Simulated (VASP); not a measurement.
## Pt: single point with LDA

Crystal: Pt.

```
Pt
1.0
     0.00000    1.94683    1.94683
     1.83976    0.00000    1.94683
     1.83976    1.94683    0.00000
Pt
1
Direct
  0.00000 0.00000 0.00000
```

This cell differs from its parent crystal: normal strain along x -0.0550, normal strain along z +0.0000.

```json
{
 "Program": "VASP 6.6.1",
 "Task": "single point",
 "Functional": "LDA",
 "Potentials or basis": "VASP PAW LDA potentials, release 64 (Pt)",
 "Cutoff": "520 eV",
 "k mesh": "20 × 20 × 20",
 "Occupations": "gaussian, width 0.15 eV",
 "Spin": "no spin polarisation",
 "Dipole correction": "no",
 "Further INCAR settings": "ALGO = Normal; EDIFF = 1e-07; NBANDS = 11"
}
```

| Quantity | Value |
| --- | --- |
| Pressure | 21.7 GPa |
| Band gap on the k mesh | zero (bands 5 and 6 overlap by 2.84 eV) |

Stress tensor (GPa, compression positive):
```
25.62  0.00  0.00
 0.00 19.73  0.00
 0.00  0.00 19.73
```

Levels at points of the mesh, in eV from the Fermi level:
```
           k point  band 3  band 4  band 5  band 6  band 7  band 8
(0.00, 0.00, 0.00)   -4.54   -3.83   -2.29   -1.43   14.41   19.17
(0.50, 0.00, 0.00)   -4.01   -0.79   -0.13    0.27    6.50   13.89
(0.50, 0.50, 0.00)    0.02    0.27    0.85    1.25    9.28   11.69
(0.00, 0.50, 0.50)    0.03    0.61    0.61    2.44   10.83   10.90
```

Run time: 51 s on 1 thread of AMD EPYC 7R13 Processor (Zen 3) (shared host), peak memory 0.17 GiB.

Caveat: the cell differs from its parent crystal (normal strain along x -0.0550, normal strain along z +0.0000); the cell stands under pressure; spin-orbit coupling is left out, which moves the levels of the heavy elements.
